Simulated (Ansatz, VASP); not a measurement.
# Mo: VASP beside Ansatz

INCAR

```
ALGO     = Normal         # electronic algorithm
EDIFF    = 1E-6           # SCF threshold, eV
ENCUT    = 520            # plane-wave cutoff, eV
GGA      = PE             # functional
ISIF     = 2              # what is computed and relaxed
ISMEAR   = -1             # smearing method
LASPH    = T              # aspherical terms in the spheres
LCHARG   = F              # write CHGCAR
LREAL    = F              # projectors in reciprocal space
LWAVE    = F              # write WAVECAR
NBANDS   = 13             # bands
NELM     = 100            # most SCF steps
PREC     = Accurate       # precision mode
SIGMA    = 0.15           # smearing width, eV
```

Contents of KPOINTS:

```
k-points
0
Gamma
  10 10 10
```

The input POSCAR:

```
Mo
1.0
    0.0000000000      2.0480386590      2.0480386590
    2.0480386590      0.0000000000      2.0480386590
    2.0480386590      2.0480386590      0.0000000000
Mo
1
Direct
    0.0000000000      0.0000000000      0.0000000000
```

Input for Ansatz:

```yaml
crystal:
  lattice:
    - [0.0, 2.04803865898193, 2.04803865898193]
    - [2.04803865898193, 0.0, 2.04803865898193]
    - [2.04803865898193, 2.04803865898193, 0.0]
  atoms:
    - { symbol: Mo, position: [0.0, 0.0, 0.0] }
basis:
  ecutwfc: 557.833418042754
kpoints:
  mp_grid:
    grid: [10, 10, 10]
hamiltonian:
  xc: pbe
  pseudopotentials:
    kind: paw
scf:
  occupations:
    method: fermi_dirac
    width: 0.15
output:
  stress: true
```

Alike in both runs: task single point; functional PBE; k mesh 10 × 10 × 10; occupations fermi-dirac, width 0.15 eV; no spin polarisation.

```csv
,VASP,Ansatz
version,VASP 6.6.1,Ansatz 0.2.0
potentials or method,"VASP PAW PBE potentials, release 64 (Mo_sv), cutoff 520 eV","plane waves, PAW"
valence electrons in the cell,14,14
```

|  | VASP | Ansatz | Ansatz less VASP |
| --- | --- | --- | --- |
| pressure (GPa) | -13.7 | -14.0 | -0.34 |
